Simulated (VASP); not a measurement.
Wanted: the native input for a VASP 6.6.1 run.

```yaml
Task: single point
Functional: PBE
Potentials_or_basis: VASP PAW PBE potentials, release 64 (C)
Cutoff: 520 eV
k_mesh: 21 × 21 × 21
Occupations: fermi-dirac, width 0.1 eV
Spin: no spin polarisation
Dipole_correction: no
Further_INCAR_settings: ALGO = Normal; EDIFF = 1e-06; NBANDS = 8
```

The structure of C lies in POSCAR:

```
C
1.0
   -1.1871780774      1.1871780774      1.1871780774
    1.1871780774     -1.1871780774      1.1871780774
    1.1871780774      1.1871780774     -1.1871780774
C
1
Direct
    0.0000000000      0.0000000000      0.0000000000
```

These files were run (other wordings do the same):

INCAR

```
SYSTEM = C
PREC = Accurate
ENCUT = 520
EDIFF = 1E-6
ISMEAR = -1
SIGMA = 0.1
LREAL = .False.
LASPH = .True.
NELM = 60
ALGO = Normal
ISIF = 2
LWAVE = .False.
LCHARG = .False.
GGA = PE
NBANDS = 8
```

KPOINTS

```
regular mesh
0
Gamma
  21 21 21
  0 0 0
```

Potentials or basis: VASP PAW PBE potentials, release 64 (C).

The run is started by

```console
$ cat potpaw_PBE.64/C/POTCAR > POTCAR
$ mpirun -np 1 vasp_std > vasp.out
```

It gave:

* Pressure: -0.3 GPa
* Band gap on the k mesh: zero (band 2 reaches 17.53 eV, above the bottom of band 3 at 3.44 eV)

It took 4.1 s on 1 thread of Intel(R) Xeon(R) Platinum 8488C (Sapphire Rapids) (shared host), peak memory 0.11 GiB.
